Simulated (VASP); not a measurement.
Input of a VASP 6.6.1 run:

INCAR

```
PREC = Accurate ; ENCUT = 600
EDIFF = 1E-6 ; ISMEAR = 0
SIGMA = 0.1 ; LREAL = F
LASPH = T ; NELM = 100
ALGO = Normal ; ISIF = 3
LWAVE = F ; LCHARG = F
GGA = PE ; IBRION = 2
NSW = 90 ; EDIFFG = -0.04
```

The input KPOINTS:

```
Automatic mesh
0
Gamma
  6 6 6
```

File POSCAR:

```
HfB
1.0
    2.3802001400      1.3742091900      1.4660514100
   -2.3802001400      1.3742091900      1.4660514100
    0.0000000000     -2.7484183900      1.4660514100
Hf B
1 1
Direct
    0.5000000000      0.5000000000      0.5000000000
    0.0000000000      0.0000000000      0.0000000000
```

Potentials or basis: VASP PAW PBE potentials, release 64 (Hf_pv, B).

Launch:

```sh
$ cat potpaw_PBE.64/Hf_pv/POTCAR potpaw_PBE.64/B/POTCAR > POTCAR
$ mpirun -np 1 vasp_std > vasp.out
```

Question: What does it give for the space group after relaxing (to 0.1 Å)?

Answer: R-3m (No. 166).

Question: What does it give for the relaxed cell?

Answer: a = 3.014 Å, b = 3.014 Å, c = 3.014 Å, α = 94.60°, β = 94.60°, γ = 94.60°.

Question: Estimate the band gap on the k mesh.

Answer: Zero (an odd number of electrons rules out a gap without spin polarisation).

Question: What does it give for the relaxed volume?

Answer: 13.55 Å³/atom.

Stress tensor (GPa, compression positive):
```
0.04 0.00 0.00
0.00 0.04 0.00
0.00 0.00 0.18
```

Caveat: spin-orbit coupling is left out, which moves the levels of the heavy elements.
